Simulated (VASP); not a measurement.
# Cu3O2 (Fmm2) in VASP: single point with PBE

Aim: the single point of Cu3O2 with PBE.

Program: VASP 6.6.1. These are calculated values, not measurements. Logs are shortened: lines on timing, memory, paths and dates and some standing lists are left out, and cuts for length are marked.

## 1. The cell of the first run

The structure is orthorhombic, space group Fmm2 (No. 42). Conventional cell: a = 5.751 Å, b = 7.340 Å, c = 5.751 Å, α = 90.00°, β = 90.00°, γ = 90.00°. Within 2.4 Å of Cu (site symmetry 2) lie 2 O at 1.84 Å. Cu (site symmetry mm2) has 4 O at 1.93 to 2.14 Å within 2.6 Å. Within 2.4 Å of O (site symmetry m) lie 4 Cu at 1.84 to 2.14 Å.

## 2. Single point, PBE (all O atoms moved +0.150 Å, as atom 4 along Cartesian [1 -1 0])

Input file INCAR:

```
SYSTEM = Cu3O2
PREC = Accurate
ENCUT = 520
EDIFF = 1E-6
ISMEAR = 0
SIGMA = 0.15
LREAL = .False.
LASPH = .True.
NELM = 100
ALGO = Normal
ISIF = 2
LWAVE = .False.
LCHARG = .True.
GGA = PE
LELF = .True.
LVHAR = .True.
NBANDS = 30
```

Input file KPOINTS:

```
Automatic mesh
0
Gamma
  16 16 16
  0 0 0
```

Input file POSCAR:

```
Cu3O2
1.0
   -2.0333558518      2.0333558518      3.6697948022
    2.0333558518     -2.0333558518      3.6697948022
    2.0333558518      2.0333558518     -3.6697948022
Cu O
3 2
Direct
    0.2500000000      0.7500000000      0.5000000000
    0.7500000000      0.2500000000      0.5000000000
    0.0000000000      0.0000000000      0.0000000000
   -0.0260815187      0.5260815187      0.5000000000
    0.4739184813      0.0260815187      0.5000000000
```

Potentials or basis: VASP PAW PBE potentials, release 64 (Cu, O).

The run is started by

```bash
$ cat potpaw_PBE.64/Cu/POTCAR potpaw_PBE.64/O/POTCAR > POTCAR
$ mpirun -np 1 vasp_std > vasp.out
```

OUTCAR:

```text
SYSTEM = Cu3O2
   PREC = Accurate
   ENCUT = 520
   EDIFF = 1E-6
   ISMEAR = 0
   LREAL = .False.
   LASPH = .True.
   NELM = 100
   ISIF = 2
   GGA = PE

 ion  position               nearest neighbor table
   1  0.250  0.750  0.500-   4 1.84   5 1.84   3 2.74   3 2.74   3 2.74   3 2.74
   2  0.750  0.250  0.500-   4 1.84   5 1.84   3 2.74   3 2.74   3 2.74   3 2.74
   3  0.000  0.000  0.000-   5 1.93   4 1.93   4 2.14   5 2.14   2 2.74   1 2.74   1 2.74   2 2.74
                             2 2.74   2 2.74   1 2.74   1 2.74
   4  0.974  0.526  0.500-   1 1.84   2 1.84   3 1.93   3 2.14
   5  0.474  0.026  0.500-   1 1.84   2 1.84   3 1.93   3 2.14

  LATTYP: Found a body centered tetragonal cell.
 ALAT       =     4.0667117036
 C/A-ratio  =     1.8047971283

  Lattice vectors:

 A1 = (  -2.0333558518,   2.0333558518,   3.6697948022)
 A2 = (   2.0333558518,  -2.0333558518,   3.6697948022)
 A3 = (   2.0333558518,   2.0333558518,  -3.6697948022)

Analysis of symmetry for initial positions (statically):
=====================================================================
 Subroutine PRICEL returns:
 Original cell was already a primitive cell.

 Routine SETGRP: Setting up the symmetry group for a
 body centered tetragonal supercell.

 Subroutine GETGRP returns: Found  4 space group operations
 (whereof  4 operations were pure point group operations)
 out of a pool of 16 trial point group operations.

The static configuration has the point symmetry C_2v.

Analysis of symmetry for dynamics (positions and initial velocities):
=====================================================================
 Subroutine PRICEL returns:
 Original cell was already a primitive cell.

 Routine SETGRP: Setting up the symmetry group for a
 body centered tetragonal supercell.

 Subroutine GETGRP returns: Found  4 space group operations
 (whereof  4 operations were pure point group operations)
 out of a pool of 16 trial point group operations.

The dynamic configuration has the point symmetry C_2v.

 Subroutine INISYM returns: Found  4 space group operations
 (whereof  4 operations are pure point group operations),
 and found     1 'primitive' translations

----------------------------------------------------------------------------------------

                                     Primitive cell

  volume of cell :      60.6916

  direct lattice vectors                    reciprocal lattice vectors
    -2.033355852  2.033355852  3.669794802     0.000000000  0.245898916  0.136247400
     2.033355852 -2.033355852  3.669794802     0.245898916  0.000000000  0.136247400
     2.033355852  2.033355852 -3.669794802     0.245898916  0.245898916  0.000000000

  length of vectors
     4.662238296  4.662238296  4.662238296     0.281122093  0.281122093  0.347753582

  position of ions in fractional coordinates (direct lattice)
     0.250000000  0.750000000  0.500000000
     0.750000000  0.250000000  0.500000000
     0.000000000  0.000000000  0.000000000
     0.973918481  0.526081519  0.500000000
     0.473918481  0.026081519  0.500000000

  ion indices of the primitive-cell ions
   primitive index   ion index
                 1           1
                 2           2
                 3           3
                 4           4
                 5           5

----------------------------------------------------------------------------------------

 KPOINTS: Automatic mesh

Automatic generation of k-mesh.
 Grid dimensions read from file:
 generate k-points for:   16   16   16

 Generating k-lattice:

  Cartesian coordinates                     Fractional coordinates (reciprocal lattice)
     0.000000000  0.015368682  0.008515462     0.062500000  0.000000000  0.000000000
     0.015368682  0.000000000  0.008515462     0.000000000  0.062500000  0.000000000
     0.015368682  0.015368682  0.000000000     0.000000000  0.000000000  0.062500000

  Length of vectors
     0.017570131  0.017570131  0.021734599

  Shift w.r.t. Gamma in fractional coordinates (k-lattice)
     0.000000000  0.000000000  0.000000000

 Subroutine IBZKPT returns following result:
 ===========================================

 Found    621 irreducible k-points:

 Following reciprocal coordinates:
            Coordinates               Weight
  0.000000  0.000000  0.000000      1.000000
  0.062500 -0.000000  0.000000      8.000000
  0.125000 -0.000000  0.000000      8.000000
  0.187500 -0.000000  0.000000      8.000000
  0.250000 -0.000000  0.000000      8.000000
  0.312500 -0.000000  0.000000      8.000000
[... 16 lines left out ...]
 -0.000000  0.500000 -0.062500      8.000000
  0.500000  0.062500  0.000000      8.000000
 [... further k-points ...]
   k-points           NKPTS =    621   k-points in BZ     NKDIM =    621   number of bands    NBANDS=     30
   number of dos      NEDOS =    301   number of ions     NIONS =      5
   total plane-waves  NPLWV =  46656
   dimension x,y,z NGX =    36 NGY =   36 NGZ =   36
   dimension x,y,z NGXF=    72 NGYF=   72 NGZF=   72
   ions per type =               3   2
   NGX,Y,Z   is equivalent  to a cutoff of  12.84, 12.84, 12.84 a.u.
   NGXF,Y,Z  is equivalent  to a cutoff of  25.67, 25.67, 25.67 a.u.
 SYSTEM =  Cu3O2
   PREC   = accura    normal or accurate (medium, high low for compatibility)
   ISTART =      0    job   : 0-new  1-cont  2-samecut
   ICHARG =      2    charge: 1-file 2-atom 10-const
   ISPIN  =      1    spin polarized calculation?
   LNONCOLLINEAR =      F non collinear calculations
   LSORBIT =      F    spin-orbit coupling
   LASPH  =      T    aspherical Exc in radial PAW
   ENCUT  =  520.0 eV  38.22 Ry    6.18 a.u.   8.67  8.67  8.67*2*pi/ulx,y,z
   NELM   =    100;   NELMIN=  2; NELMDL= -5     # of ELM steps
   EDIFF  = 0.1E-05   stopping-criterion for ELM
   LREAL  =      F    real-space projection
   EDIFFG = 0.1E-04   stopping-criterion for IOM
   NSW    =      0    number of steps for IOM
   IBRION =     -1    ionic relax: 0-MD 1-quasi-New 2-CG
   NFREE  =      0    steps in history (QN), initial steepest desc. (CG)
   ISIF   =      2    stress and relaxation
   ISYM   =      2    0-nonsym 1-usesym 2-fastsym
   POTIM  = 0.5000    time-step for ionic-motion
   TEBEG  =    0.0;   TEEND  =   0.0 temperature during run
   PSTRESS=    0.0 pullay stress
   NELECT =      45.0000    total number of electrons
   NUPDOWN=      -1.0000    fix difference up-down
   EMIN   =  10.00;   EMAX   =-10.00  energy-range for DOS
   EFERMI =   0.00;   METHOD = LEGACY
   ISMEAR =     0;   SIGMA  =   0.15  broadening in eV -4-tet -1-fermi 0-gaus
   EFERMI_NEDOS =   21; number of points for ismear=-14 and -15
   IALGO  =     38    algorithm
   IMIX   =      4    mixing-type and parameters
     AMIX     =   0.40;   BMIX     =  1.00
     AMIX_MAG =   1.60;   BMIX_MAG =  1.00
  volume/ion in A,a.u.               =      12.14        81.91
  Fermi-wavevector in a.u.,A,eV,Ry     =   1.481731  2.800066 29.871971  2.195528
  Thomas-Fermi vector in A             =   2.595605
   LORBIT       =      0    0 simple, 1 ext, 2 COOP (PROOUT), +10 PAW based schemes
   GGA     = PE    functional components
   LHFCALC =     F    Hartree Fock is set to
   AEXX    =    0.0000 exact exchange contribution
   IVDW    =     0    specifies the selected vdW correction
   LEPSILON=     F    determine dielectric tensor
   LRPA    =     F    only Hartree local field effects (RPA)
 non-spin polarized calculation
 Gauss-broadening in eV      SIGMA  =   0.15
  energy-cutoff  :      520.00
  volume of cell :       60.69
 maximum number of plane-waves:      1677
   NGX = 17   NGY = 17   NGZ = 17

 number of electron      45.0000013 magnetization

 Free energy of the ion-electron system (eV)
  ---------------------------------------------------
  ext. energy  EPLUGINS =         0.00000000
  ---------------------------------------------------
  free energy    TOTEN  =       -22.62114678 eV

  energy without entropy =      -22.59457511  energy(sigma->0) =      -22.60786094

 E-fermi :   4.2963     XC(G=0): -11.1168

 val. band max:        4.2959995964   @ k =  -0.3750   0.5000   0.2500
 cond. band min:       4.2965161300   @ k =  -0.2500   0.3750   0.5000
 fundamental gap:      0.0005165336
 Fermi energy:         4.2963110723

 k-point     1 :       0.0000    0.0000    0.0000
  band No.  band energies     occupation
      1     -14.8200      2.00000
      2     -13.6469      2.00000
      3      -2.1881      2.00000
      4      -1.2204      2.00000
      5      -1.1679      2.00000
      6      -0.7336      2.00000
[... 22 lines left out ...]
     29      15.2829      0.00000
     30      15.4127      0.00000

 k-point     2 :       0.0625   -0.0000    0.0000
  band No.  band energies     occupation
      1     -14.8068      2.00000
      2     -13.6555      2.00000
      3      -2.1840      2.00000
      4      -1.2423      2.00000
      5      -1.1674      2.00000
      6      -0.7796      2.00000
[... 22 lines left out ...]
     29      15.0102      0.00000
     30      15.7724      0.00000

 k-point     3 :       0.1250   -0.0000    0.0000
  band No.  band energies     occupation
      1     -14.7678      2.00000
      2     -13.6813      2.00000
      3      -2.1716      2.00000
      4      -1.3361      2.00000
      5      -1.1332      2.00000
      6      -0.8899      2.00000
[... 22 lines left out ...]
     29      14.8127      0.00000
     30      16.1696      0.00000

 k-point     4 :       0.1875   -0.0000    0.0000
  band No.  band energies     occupation
      1     -14.7054      2.00000
      2     -13.7244      2.00000
      3      -2.1508      2.00000
      4      -1.4832      2.00000
      5      -1.0782      2.00000
      6      -1.0191      2.00000
[... 616 lines left out ...]
     29      13.5478      0.00000
     30      15.0300      0.00000

 k-point    23 :      -0.0000    0.5000   -0.0625
  band No.  band energies     occupation
      1     -14.2717      2.00000
      2     -14.0724      2.00000
      3      -2.1287      2.00000
      4      -1.9022      2.00000
      5      -1.6060      2.00000
      6      -0.6798      2.00000
[... 22 lines left out ...]
     29      13.5480      0.00000
     30      15.0374      0.00000

 k-point    24 :       0.5000    0.0625    0.0000
  band No.  band energies     occupation
      1     -14.2395      2.00000
      2     -14.0997      2.00000
      3      -2.1623      2.00000
      4      -1.9896      2.00000
      5      -1.5126      2.00000
      6      -0.6659      2.00000
[... 22 lines left out ...]
     29      13.3635      0.00000
     30      15.2293      0.00000

 [... further k-points ...]

------------------------ aborting loop because EDIFF is reached ----------------------------------------

  FORCE on cell =-STRESS in cart. coord.  units (eV):
  Direction    XX          YY          ZZ          XY          YZ          ZX
  --------------------------------------------------------------------------------------
  -------------------------------------------------------------------------------------
  Total        0.6943871      0.6943871      0.3685675      0.0833043      0.0000000      0.0000000
  in kB       18.3308962     18.3308962      9.7296913      2.1991239      0.0000000      0.0000000
  external PRESSURE =      15.4638279 kB  Pullay stress =       0.0000000 kB

 VOLUME and BASIS-vectors are now :
 -----------------------------------------------------------------------------
  energy-cutoff  :      520.00
  volume of cell :       60.69
      direct lattice vectors                 reciprocal lattice vectors
    -2.033355852  2.033355852  3.669794802     0.000000000  0.245898916  0.136247400
     2.033355852 -2.033355852  3.669794802     0.245898916  0.000000000  0.136247400
     2.033355852  2.033355852 -3.669794802     0.245898916  0.245898916  0.000000000

 POSITION                                       TOTAL-FORCE (eV/Angst)
 -----------------------------------------------------------------------------------
      2.03336     -0.00000      1.83490         0.060746     -0.060746      0.000000
     -0.00000      2.03336      1.83490         0.060746     -0.060746      0.000000
      0.00000      0.00000      0.00000         0.760086     -0.760086     -0.000000
      0.10607      1.92729      3.66979        -0.782274      0.099305     -0.000000
      0.10607      1.92729      0.00000        -0.099305      0.782274      0.000000
 -----------------------------------------------------------------------------------
    total drift:                               -0.000141      0.000141      0.000000

  FREE ENERGIE OF THE ION-ELECTRON SYSTEM (eV)
  ---------------------------------------------------
  free  energy   TOTEN  =       -22.6211467766 eV

  energy  without entropy=      -22.5945751063  energy(sigma->0) =      -22.60786094
```

Wall time 33 min (1 thread of Intel Xeon 8259CL, shared host); peak memory 0.92 GiB.

Results:

```yaml
Free_energy: -22.6211 eV
Pressure: 1.5 GPa
Largest_force: 1.075 eV/Å
Band_gap_on_the_k_mesh: zero (an odd number of electrons rules out a gap without spin polarisation)
```

Forces on the atoms (eV/Å):
```
Cu   0.061 -0.061  0.000
Cu   0.061 -0.061  0.000
Cu   0.760 -0.760  0.000
O   -0.782  0.099  0.000
O   -0.099  0.782  0.000
```

Caveat: the cell differs from its parent crystal (all O atoms moved +0.150 Å, as atom 4 along Cartesian [1 -1 0]); forces of over 1 eV/Å act on the atoms, so gaps and moduli don't describe the material at rest.
